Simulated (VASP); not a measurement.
# Mo: single point with PBE

The system is Mo.

```
Mo
1.0
     2.60150    0.00000    0.00000
    -1.30075    2.25296    0.00000
     0.00000    0.00000    2.58331
Mo
1
Direct
  0.00000 0.00000 0.50000
```

This cell differs from its parent crystal: strained.

```json
{
 "Program": "VASP 6.6.1",
 "Task": "single point",
 "Functional": "PBE",
 "Potentials or basis": "VASP PAW PBE potentials, release 64 (Mo_sv)",
 "Cutoff": "520 eV",
 "k mesh": "18 × 18 × 16",
 "Occupations": "gaussian, width 0.1 eV",
 "Spin": "no spin polarisation"
}
```

```
Pressure               : 29.8 GPa
Band gap on the k mesh : zero (band 7 reaches 14.06 eV, above the bottom of band 8 at 12.00 eV)
```

Stress tensor (GPa, compression positive):
```
42.26  0.00  0.00
 0.00 42.26  0.00
 0.00  0.00  4.84
```

Levels at points of the mesh, in eV from the Fermi level:
| k point | band 4 | band 5 | band 6 | band 7 | band 8 | band 9 | band 10 | band 11 |
| --- | --- | --- | --- | --- | --- | --- | --- | --- |
| (0.00, 0.00, 0.00) | -34.12 | -7.20 | -4.92 | -1.14 | -1.14 | 4.33 | 4.33 | 13.33 |
| (0.50, 0.00, 0.00) | -34.22 | -5.74 | -3.12 | 0.00 | 1.48 | 3.41 | 5.35 | 11.85 |
| (0.00, 0.00, 0.50) | -33.98 | -4.41 | -0.50 | -0.46 | -0.46 | 1.45 | 1.45 | 9.67 |
| (0.50, 0.00, 0.50) | -34.45 | -6.10 | -4.46 | -0.13 | 5.61 | 6.23 | 6.32 | 8.09 |

It took 19 s on 1 thread of Intel(R) Xeon(R) 6975P-C (Granite Rapids), on a shared host, peak memory 0.17 GiB.

Caveat: the cell differs from its parent crystal (strained).
